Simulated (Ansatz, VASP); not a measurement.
One calculation of Li2SiN3, two programs

```
CELL_PARAMETERS angstrom
3.15075 0.00000 0.00000
-1.57537 2.72863 0.00000
0.00000 0.00000 7.76253
ATOMIC_POSITIONS crystal
Li 0.66667 0.33333 0.33116
Li 0.66667 0.33333 0.66884
Si 0.00000 0.00000 0.00000
N 0.00000 0.00000 0.50000
N 0.33333 0.66667 0.00000
N 0.33333 0.66667 0.50000
```

Change from the starting cell: species swapped into the La2Al3Ge type (P-6m2, No. 187).

Alike in both runs: task single point; functional PBE; k mesh 6 × 6 × 2; occupations gaussian, width 0.1 eV; collinear spin.

|  | VASP | Ansatz |
| --- | --- | --- |
| version | VASP 6.6.1 | Ansatz 0.2.0 |
| potentials or method | VASP PAW PBE potentials, release 64 (Li_sv, Si, N), cutoff 520 eV | scalar-relativistic, plane waves, PAW |
| valence electrons in the cell | 25 | 25 |

```tsv
	VASP	Ansatz	Ansatz less VASP
gap on the k mesh at the Fermi level (eV)	none	none	-
rms of the force components (eV/Å)	0.014	0.001	-0.0129
net moment per atom (μB)	0.09	0.00	-0.089
size of the moment on the site where the two differ most (μB)	0.14	0.00	-0.140
```

Site moments also hang on the region over which each program counts them. Atom by atom the forces differ by 0.014 eV/Å (rms over components). A gap of «none» marks a metal or a gap that the smearing closes. The functional is the same, so the differences come from potentials, cutoffs and numerics. Ansatz's warnings: seeded moment not kept.

The k mesh is coarse, so the values compare programs but aren't converged. Noted on VASP's run: the cutoff is short for stress, so the pressure is rough.
